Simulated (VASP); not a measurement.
Input of a VASP 6.6.1 run:

Contents of INCAR:

```
PREC = Accurate
ENCUT = 520
EDIFF = 1E-7
ISMEAR = 0
SIGMA = 0.1
LREAL = False
LASPH = True
NELM = 80
ALGO = Fast
ISIF = 2
LWAVE = False
LCHARG = False
GGA = PS
IVDW = 12
NBANDS = 35
```

File KPOINTS:

```
regular mesh
0
Gamma
  10 10 10
```

The input POSCAR:

```
Ta2Si
1.0
   -3.0397410514      3.0397410514      2.4939340551
    3.0397410514     -3.0397410514      2.4939340551
    3.0397410514      3.0397410514     -2.4939340551
Ta Si
4 2
Direct
    0.6627610584      0.8372389416      0.5000000000
    0.8372389416      0.3372389416      0.1744778831
    0.3372389416      0.1627610584      0.5000000000
    0.1627610584      0.6627610584      0.8255221169
    0.2500000000      0.2500000000      0.0000000000
    0.7500000000      0.7500000000      0.0000000000
```

Potentials or basis: VASP PAW PBE potentials, release 64 (Ta_pv, Si).

Command:

```sh
$ cat potpaw_PBE.64/Ta_pv/POTCAR potpaw_PBE.64/Si/POTCAR > POTCAR
$ mpirun -np 1 vasp_std > vasp.out
```

What does it give for the pressure?

0.3 GPa.

Predict the band gap on the k mesh.

zero (band 26 reaches 8.20 eV, above the bottom of band 27 at 7.39 eV).

Forces in eV/Å, atoms in the order of the input:
```
Ta   0.007 -0.007  0.000
Ta   0.007  0.007  0.000
Ta  -0.007  0.007  0.000
Ta  -0.007 -0.007  0.000
Si   0.000  0.000  0.000
Si   0.000  0.000  0.000
```

Caveat: the PAW data sets were made with another functional, which shifts forces and pressure a little; spin-orbit coupling is left out, which moves the levels of the heavy elements; pairwise dispersion overbinds metals, which lowers pressure and volume.
